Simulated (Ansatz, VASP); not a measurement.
## CsSnI3: VASP beside Ansatz

```
Cs Sn I
1.0
     6.01953    0.00000    0.00000
     0.00000    6.01953    0.00000
     0.00000    0.00000    6.20570
Cs Sn I
1 1 3
Direct
  0.00000 0.00000 0.00000
  0.50000 0.50000 0.50000
  0.00000 0.50000 0.50000
  0.50000 0.00000 0.50000
  0.50000 0.50000 0.00000
```

Change from the starting cell: strain -0.030 along x and y, +0.000 along z, atoms carried along.

Alike in both runs: task single point; functional PBE; k mesh 6 × 6 × 6; occupations gaussian, width 0.03 eV; no spin polarisation.

```csv
,VASP,Ansatz
version,VASP 6.6.1,Ansatz 0.2.0
potentials or method,"VASP PAW PBE potentials, release 64 (Cs_sv, Sn_d, I), cutoff 520 eV","scalar-relativistic, plane waves, PAW"
valence electrons in the cell,44,74
```

```tsv
	VASP	Ansatz	Ansatz less VASP
gap on the k mesh at the Fermi level (eV)	0.14	0.13	-0.007
least direct gap on the mesh (eV)	0.14	0.13	-0.007
pressure (GPa)	1.9	1.9	0.00
traceless stress, the component that is largest in VASP (GPa)	-0.89	-0.89	+0.001
```

VASP's potentials hold 44 valence electrons a cell and Ansatz's 74, so a difference there can come from the potentials and not from the codes.

Neither program's run includes spin-orbit coupling.
